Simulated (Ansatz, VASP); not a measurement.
One calculation of Mo, two programs

File INCAR:

```
SYSTEM = Mo
  ALGO = Normal
  EDIFF = 1E-7
  ENCUT = 520
  GGA = CA
  ISIF = 2
  ISMEAR = 0
  LASPH = .TRUE.
  LCHARG = .TRUE.
  LELF = .TRUE.
  LREAL = .FALSE.
  LVHAR = .TRUE.
  LWAVE = .FALSE.
  NBANDS = 13
  NELM = 80
  PREC = Accurate
  SIGMA = 0.15
```

Contents of KPOINTS:

```
k-points
0
G
  18 18 18
  0 0 0
```

Contents of POSCAR:

```
Mo
1.0
    2.8175757091      0.0000000000      0.0000000000
   -1.4087878546      2.4400921412      0.0000000000
    0.0000000000      0.0000000000      2.5168529895
Mo
1
Direct
    0.0000000000      0.0000000000      0.5000000000
```

Input for Ansatz:

```yaml
crystal:
  lattice:
    - [2.8175757091, 0.0, 0.0]
    - [-1.4087878546, 2.4400921412, 0.0]
    - [0.0, 0.0, 2.5168529895]
  atoms:
    - { symbol: Mo, position: [0.0, 0.0, 0.5] }
basis:
  ecutwfc: 420
kpoints:
  mp_grid: { grid: [18, 18, 18] }
hamiltonian:
  xc: lda
scf:
  occupations: { method: gaussian, width: 0.15 }
output:
  forces: true
  stress: true
  eigenvalues: true
```

Change from the starting cell: strain +0.030 along x and y, -0.015 along z, atoms carried along.

Alike in both runs: task single point; functional LDA; k mesh 18 × 18 × 18; occupations gaussian, width 0.15 eV; no spin polarisation.

```csv
,VASP,Ansatz
version,VASP 6.6.1,Ansatz 0.2.0
potentials or method,"VASP PAW LDA potentials, release 64 (Mo_sv), cutoff 520 eV","scalar-relativistic, plane waves, PAW"
valence electrons in the cell,14,14
```

```csv
,VASP,Ansatz,Ansatz less VASP
gap on the k mesh at the Fermi level (eV),none,none,-
pressure (GPa),-15.2,-16.1,-0.83
"traceless stress, the component that is largest in VASP (GPa)",2.21,2.00,-0.211
```

LDA's correlation is that of Perdew and Zunger in VASP and of Perdew and Wang (1992) in Ansatz. A gap of «none» marks a metal or a gap that the smearing closes.
